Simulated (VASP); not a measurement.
# Al32H (a cell with a defect) in VASP: single point with PBE

Aim: the single point of Al32H (a cell with a defect) with PBE.

Everything below comes from runs of VASP 6.6.1. Logs are shortened: lines on timing, memory, paths and dates and some standing lists are left out, and cuts for length are marked.

## Step 1: The cell of the first run

The cell holds a defect, 33 atoms: a = 8.100 Å, b = 8.100 Å, c = 8.100 Å, α = 90.00°, β = 90.00°, γ = 90.00°.

## Step 2: Single point, PBE

The input, INCAR:

```
ALGO     = Normal         # electronic algorithm
EDIFF    = 1E-7           # SCF threshold, eV
ENCUT    = 520            # plane-wave cutoff, eV
GGA      = PE             # functional
ISIF     = 2              # what is computed and relaxed
ISMEAR   = 0              # smearing method
LASPH    = True           # aspherical terms in the spheres
LCHARG   = False          # write CHGCAR
LREAL    = Auto         
LWAVE    = False          # write WAVECAR
NBANDS   = 70             # bands
NELM     = 100            # most SCF steps
PREC     = Accurate       # precision mode
SIGMA    = 0.05           # smearing width, eV
```

The input, KPOINTS:

```
k-points
0
Gamma
  3 3 3
```

The input, POSCAR:

```
Al32H
1.0
    8.1000000000      0.0000000000      0.0000000000
    0.0000000000      8.1000000000      0.0000000000
    0.0000000000      0.0000000000      8.1000000000
Al H
32 1
Direct
    0.5019824691     -0.0004500000     -0.0020385185
    0.7476801235      0.2506153086     -0.0020918519
    0.7507391358      0.0005243210      0.2505359259
    0.0002544444      0.0005041975      0.0010351852
    0.2494243210      0.2496733333      0.0010196296
    0.4994403704      0.4996941975      0.0004946914
    0.7502332099      0.7504869136      0.0004985185
    0.2588666667     -0.0089246914      0.2410841975
    0.4989044444      0.2496780247      0.2505070370
    0.7476844444      0.5022477778      0.2495390123
    0.4989020988      0.0004960494      0.4996891358
    0.7507781481      0.2496366667      0.4996483951
    0.7476823457     -0.0004714815      0.7522603704
   -0.0006793827      0.5022555556     -0.0020953086
    0.2503865432      0.7479535802     -0.0020361728
   -0.0092638272      0.2592096296      0.2409285185
    0.2494103704      0.4991883951      0.2505256790
    0.5019820988      0.7479517284      0.2495597531
   -0.0092706173     -0.0090870370      0.5092248148
    0.2589837037      0.2591706173      0.5091791358
    0.5020258025      0.5022419753      0.5006207407
    0.7476777778      0.7478955556      0.5006259259
    0.2494088889      0.0005155556      0.7491997531
    0.5020251852      0.2506108642      0.7522518519
    0.7502470370      0.4996762963      0.7496880247
    0.0002553086      0.7510213580      0.2505166667
    0.0002808642      0.4991338272      0.4996546914
    0.2494228395      0.7510081481      0.4996835802
    0.0002818519      0.2496420988      0.7491475309
    0.2504028395      0.5022351852      0.7522455556
    0.4994398765      0.7504834568      0.7497054321
   -0.0006801235      0.7478927160      0.7522677778
    0.1246402469      0.1251812346      0.3752097531
```

Potentials or basis: VASP PAW PBE potentials, release 64 (Al, H).

Command:

```sh
$ cat potpaw_PBE.64/Al/POTCAR potpaw_PBE.64/H/POTCAR > POTCAR
$ mpirun -np 1 vasp_std > vasp.out
```

OUTCAR:

```text
EDIFF = 1E-7
   ENCUT = 520
   GGA = PE
   ISIF = 2
   ISMEAR = 0
   LASPH = True
   LREAL = Auto
   NELM = 100
   PREC = Accurate

 ion  position               nearest neighbor table
   1  0.502  1.000  0.998-   8 2.79  13 2.81   2 2.85  24 2.85   7 2.85  31 2.85   3 2.87  23 2.87
                             9 2.88   5 2.88  15 2.88  18 2.88
   2  0.748  0.251  0.998-  16 2.78  24 2.81  13 2.85   1 2.85  25 2.85   6 2.85  29 2.87   9 2.87
                             4 2.88   3 2.88  10 2.88  14 2.88
   3  0.751  0.001  0.251-  12 2.85   4 2.86  26 2.86  19 2.86  16 2.86   7 2.86   9 2.87  11 2.87
                            18 2.87   1 2.87   2 2.88  22 2.88
   4  0.000  0.001  0.001-   5 2.85  26 2.86   3 2.86  16 2.86   8 2.86   7 2.86  23 2.87  29 2.87
                            13 2.87  32 2.87  15 2.88   2 2.88
   5  0.249  0.250  0.001-   4 2.85   9 2.86  17 2.86  16 2.86   8 2.86   6 2.86  23 2.87  29 2.87
                            30 2.87  24 2.87   1 2.88  14 2.88
   6  0.499  0.500  0.000-  30 2.85  10 2.85  15 2.85   2 2.85  18 2.85  24 2.85   9 2.86   5 2.86
                            17 2.86  31 2.87   7 2.87  25 2.87
   7  0.750  0.750  0.000-  10 2.85  13 2.85  18 2.85   1 2.85  32 2.85  14 2.85   4 2.86  26 2.86
                             3 2.86   6 2.87  31 2.87  25 2.87
   8  0.259  0.991  0.241-  33 1.88   1 2.79  18 2.79  15 2.79  11 2.86   9 2.86   4 2.86   5 2.86
                            26 2.86  28 2.86  20 3.07  16 3.07  19 3.07
   9  0.499  0.250  0.251-  11 2.85   5 2.86  17 2.86  20 2.86   8 2.86   6 2.86   3 2.87  12 2.87
[... 32 lines left out ...]
                            12 2.86   6 2.87  31 2.87   7 2.87
  26  0.000  0.751  0.251-  28 2.85   4 2.86   3 2.86  19 2.86   8 2.86   7 2.86  17 2.87  27 2.87
                            10 2.87  14 2.87  15 2.88  22 2.88
  27  0.000  0.499  0.500-  17 2.85  29 2.86  12 2.86  16 2.86  20 2.86  25 2.86  28 2.87  26 2.87
                            22 2.87  32 2.87  10 2.88  30 2.88
  28  0.249  0.751  0.500-  26 2.85  11 2.86  23 2.86  19 2.86   8 2.86  31 2.86  17 2.87  27 2.87
                            30 2.87  21 2.87  18 2.88  32 2.88
  29  0.000  0.250  0.749-  23 2.85  27 2.86  12 2.86  19 2.86  20 2.86  25 2.86   5 2.87   4 2.87
                             2 2.87  14 2.87  13 2.88  30 2.88
  30  0.250  0.502  0.752-  20 2.79  15 2.81  32 2.85  14 2.85  31 2.85   6 2.85  28 2.87   5 2.87
                            27 2.88  29 2.88  24 2.88  21 2.88
  31  0.499  0.750  0.750-  30 2.85  13 2.85  15 2.85  22 2.85   1 2.85  21 2.85  11 2.86  28 2.86
                            23 2.86   6 2.87   7 2.87  25 2.87
  32  0.999  0.748  0.752-  19 2.78  14 2.81  30 2.85  15 2.85  25 2.85   7 2.85  27 2.87   4 2.87
                            28 2.88  23 2.88  13 2.88  22 2.88
  33  0.125  0.125  0.375-  19 1.88  16 1.88  20 1.88   8 1.88

  LATTYP: Found a simple cubic cell.
 ALAT       =     8.1000000000

  Lattice vectors:

 A1 = (   8.1000000000,   0.0000000000,   0.0000000000)
 A2 = (   0.0000000000,   8.1000000000,   0.0000000000)
 A3 = (   0.0000000000,   0.0000000000,   8.1000000000)

Analysis of symmetry for initial positions (statically):
=====================================================================
 Subroutine PRICEL returns:
 Original cell was already a primitive cell.

 Routine SETGRP: Setting up the symmetry group for a
 simple cubic supercell.

 Subroutine GETGRP returns: Found  1 space group operations
 (whereof  1 operations were pure point group operations)
 out of a pool of 48 trial point group operations.

The static configuration has the point symmetry C_1 .

Analysis of symmetry for dynamics (positions and initial velocities):
=====================================================================
 Subroutine PRICEL returns:
 Original cell was already a primitive cell.

 Routine SETGRP: Setting up the symmetry group for a
 simple cubic supercell.

 Subroutine GETGRP returns: Found  1 space group operations
 (whereof  1 operations were pure point group operations)
 out of a pool of 48 trial point group operations.

The dynamic configuration has the point symmetry C_1 .

 Subroutine INISYM returns: Found  1 space group operations
 (whereof  1 operations are pure point group operations),
 and found     1 'primitive' translations

----------------------------------------------------------------------------------------

                                     Primitive cell

  volume of cell :     531.4410

  direct lattice vectors                    reciprocal lattice vectors
     8.100000000  0.000000000  0.000000000     0.123456790  0.000000000  0.000000000
     0.000000000  8.100000000  0.000000000     0.000000000  0.123456790  0.000000000
     0.000000000  0.000000000  8.100000000     0.000000000  0.000000000  0.123456790

  length of vectors
     8.100000000  8.100000000  8.100000000     0.123456790  0.123456790  0.123456790
[... 81 lines left out ...]

  Cartesian coordinates                     Fractional coordinates (reciprocal lattice)
     0.041152263  0.000000000  0.000000000     0.333333333  0.000000000  0.000000000
     0.000000000  0.041152263  0.000000000     0.000000000  0.333333333  0.000000000
     0.000000000  0.000000000  0.041152263     0.000000000  0.000000000  0.333333333

  Length of vectors
     0.041152263  0.041152263  0.041152263

  Shift w.r.t. Gamma in fractional coordinates (k-lattice)
     0.000000000  0.000000000  0.000000000

 Subroutine IBZKPT returns following result:
 ===========================================

 Found     14 irreducible k-points:

 Following reciprocal coordinates:
            Coordinates               Weight
  0.000000  0.000000  0.000000      1.000000
  0.333333  0.000000  0.000000      2.000000
  0.000000  0.333333  0.000000      2.000000
  0.000000  0.000000  0.333333      2.000000
  0.333333  0.333333  0.000000      2.000000
  0.000000  0.333333  0.333333      2.000000
  0.333333  0.000000  0.333333      2.000000
 -0.333333  0.333333  0.000000      2.000000
 -0.333333  0.000000  0.333333      2.000000
  0.000000 -0.333333  0.333333      2.000000
  0.333333  0.333333  0.333333      2.000000
 -0.333333  0.333333  0.333333      2.000000
 -0.333333 -0.333333  0.333333      2.000000
  0.333333 -0.333333  0.333333      2.000000
   k-points           NKPTS =     14   k-points in BZ     NKDIM =     14   number of bands    NBANDS=     70
   number of dos      NEDOS =    301   number of ions     NIONS =     33
   total plane-waves  NPLWV = 216000
   dimension x,y,z NGX =    60 NGY =   60 NGZ =   60
   dimension x,y,z NGXF=   120 NGYF=  120 NGZF=  120
   ions per type =              32   1
   NGX,Y,Z   is equivalent  to a cutoff of  12.31, 12.31, 12.31 a.u.
   NGXF,Y,Z  is equivalent  to a cutoff of  24.63, 24.63, 24.63 a.u.
 SYSTEM =  unknown system
   PREC   = accura    normal or accurate (medium, high low for compatibility)
   ISTART =      0    job   : 0-new  1-cont  2-samecut
   ICHARG =      2    charge: 1-file 2-atom 10-const
   ISPIN  =      1    spin polarized calculation?
   LNONCOLLINEAR =      F non collinear calculations
   LSORBIT =      F    spin-orbit coupling
   LASPH  =      T    aspherical Exc in radial PAW
   ENCUT  =  520.0 eV  38.22 Ry    6.18 a.u.  15.06 15.06 15.06*2*pi/ulx,y,z
   NELM   =    100;   NELMIN=  2; NELMDL= -5     # of ELM steps
   EDIFF  = 0.1E-06   stopping-criterion for ELM
   LREAL  =      T    real-space projection
   EDIFFG = 0.1E-05   stopping-criterion for IOM
   NSW    =      0    number of steps for IOM
   IBRION =     -1    ionic relax: 0-MD 1-quasi-New 2-CG
   NFREE  =      0    steps in history (QN), initial steepest desc. (CG)
   ISIF   =      2    stress and relaxation
   ISYM   =      2    0-nonsym 1-usesym 2-fastsym
   POTIM  = 0.5000    time-step for ionic-motion
   TEBEG  =    0.0;   TEEND  =   0.0 temperature during run
   PSTRESS=    0.0 pullay stress
   NELECT =      97.0000    total number of electrons
   NUPDOWN=      -1.0000    fix difference up-down
   EMIN   =  10.00;   EMAX   =-10.00  energy-range for DOS
   EFERMI =   0.00;   METHOD = LEGACY
   ISMEAR =     0;   SIGMA  =   0.05  broadening in eV -4-tet -1-fermi 0-gaus
   EFERMI_NEDOS =   21; number of points for ismear=-14 and -15
   IALGO  =     38    algorithm
   IMIX   =      4    mixing-type and parameters
     AMIX     =   0.40;   BMIX     =  1.00
     AMIX_MAG =   1.60;   BMIX_MAG =  1.00
  volume/ion in A,a.u.               =      16.10       108.68
  Fermi-wavevector in a.u.,A,eV,Ry     =   0.928639  1.754874 11.733269  0.862371
  Thomas-Fermi vector in A             =   2.054837
   LORBIT       =      0    0 simple, 1 ext, 2 COOP (PROOUT), +10 PAW based schemes
   GGA     = PE    functional components
   LHFCALC =     F    Hartree Fock is set to
   AEXX    =    0.0000 exact exchange contribution
   IVDW    =     0    specifies the selected vdW correction
   LEPSILON=     F    determine dielectric tensor
   LRPA    =     F    only Hartree local field effects (RPA)
 non-spin polarized calculation
 Gauss-broadening in eV      SIGMA  =   0.05
  energy-cutoff  :      520.00
  volume of cell :      531.44
 maximum number of plane-waves:     14358
   NGX = 31   NGY = 31   NGZ = 31

 number of electron      96.9999998 magnetization

 Free energy of the ion-electron system (eV)
  ---------------------------------------------------
  ext. energy  EPLUGINS =         0.00000000
  ---------------------------------------------------
  free energy    TOTEN  =      -123.35651981 eV

  energy without entropy =     -123.35235933  energy(sigma->0) =     -123.35443957

 E-fermi :   7.8000     XC(G=0): -10.1933

 val. band max:        7.7162803379   @ k =  -0.3333   0.3333   0.3333
 cond. band min:       7.8432007854   @ k =   0.3333   0.0000   0.0000
 fundamental gap:      0.1269204476
 Fermi energy:         7.7999862473

 k-point     1 :       0.0000    0.0000    0.0000
  band No.  band energies     occupation
      1      -3.2703      2.00000
      2      -1.5984      2.00000
      3      -0.9279      2.00000
      4      -0.9278      2.00000
      5      -0.9275      2.00000
      6      -0.9154      2.00000
[... 871 lines left out ...]
     59       9.7516      0.00000
     60       9.7518      0.00000
 [bands above 60 left out]

------------------------ aborting loop because EDIFF is reached ----------------------------------------

  FORCE on cell =-STRESS in cart. coord.  units (eV):
  Direction    XX          YY          ZZ          XY          YZ          ZX
  --------------------------------------------------------------------------------------
  -------------------------------------------------------------------------------------
  Total        1.5360375      1.5361182      1.5354084      0.0035238     -0.0029572      0.0031452
  in kB        4.6308141      4.6310574      4.6289175      0.0106236     -0.0089152      0.0094822
  external PRESSURE =       4.6302630 kB  Pullay stress =       0.0000000 kB

 VOLUME and BASIS-vectors are now :
 -----------------------------------------------------------------------------
  energy-cutoff  :      520.00
  volume of cell :      531.44
      direct lattice vectors                 reciprocal lattice vectors
     8.100000000  0.000000000  0.000000000     0.123456790  0.000000000  0.000000000
     0.000000000  8.100000000  0.000000000     0.000000000  0.123456790  0.000000000
     0.000000000  0.000000000  8.100000000     0.000000000  0.000000000  0.123456790

 POSITION                                       TOTAL-FORCE (eV/Angst)
 -----------------------------------------------------------------------------------
      4.06606      8.09635      8.08349         0.003720     -0.000597     -0.003556
      6.05621      2.02998      8.08306        -0.004094      0.001094     -0.004384
      6.08099      0.00425      2.02934         0.005960      0.003176      0.003086
      0.00206      0.00408      0.00839         0.002461      0.002996      0.005311
      2.02034      2.02235      0.00826        -0.003137     -0.002397      0.005563
      4.04547      4.04752      0.00401        -0.005164     -0.002841      0.002986
[... 25 lines left out ...]
      8.09449      6.05793      6.09337        -0.000859     -0.004102      0.004176
      1.00959      1.01397      3.03920         0.001924     -0.000855     -0.001013
 -----------------------------------------------------------------------------------
    total drift:                               -0.011826      0.009323      0.009311

  FREE ENERGIE OF THE ION-ELECTRON SYSTEM (eV)
  ---------------------------------------------------
  free  energy   TOTEN  =      -123.3565198094 eV

  energy  without entropy=     -123.3523593280  energy(sigma->0) =     -123.35443957
```

It took 18 min on 1 thread of Oxide Virtual Turin-like, shared host; peak memory 0.62 GiB.

What came out:

```yaml
Free_energy: -123.3565 eV
Pressure: 0.5 GPa
Largest_force: 0.011 eV/Å
Band_gap_on_the_k_mesh: zero (an odd number of electrons rules out a gap without spin polarisation)
```

Forces in eV/Å, atoms in the order of the input:
```
Al   0.004 -0.001 -0.004
Al  -0.004  0.001 -0.004
Al   0.006  0.003  0.003
Al   0.002  0.003  0.005
Al  -0.003 -0.002  0.006
Al  -0.005 -0.003  0.003
Al   0.003  0.004  0.004
Al   0.005 -0.007 -0.007
Al  -0.005 -0.003  0.003
Al  -0.005  0.005  0.000
Al  -0.005  0.004 -0.003
Al   0.007 -0.003 -0.003
Al  -0.005 -0.001  0.005
Al  -0.001  0.004 -0.004
Al   0.001 -0.004 -0.004
Al  -0.003  0.003 -0.004
Al  -0.003 -0.006  0.004
Al   0.004 -0.004 -0.001
Al  -0.003 -0.004  0.003
Al   0.005  0.004  0.004
Al   0.004  0.004  0.001
Al  -0.004 -0.004  0.001
Al  -0.003  0.004 -0.006
Al   0.004  0.001  0.004
Al   0.002 -0.003 -0.003
Al   0.002  0.005  0.003
Al   0.003 -0.006 -0.004
Al  -0.003  0.006 -0.002
Al   0.003 -0.003 -0.006
Al   0.000  0.005  0.005
Al  -0.005  0.003 -0.003
Al  -0.001 -0.004  0.004
H    0.002 -0.001 -0.001
```

The gap in the log of VASP goes by the Fermi energy; the results here count the filled bands.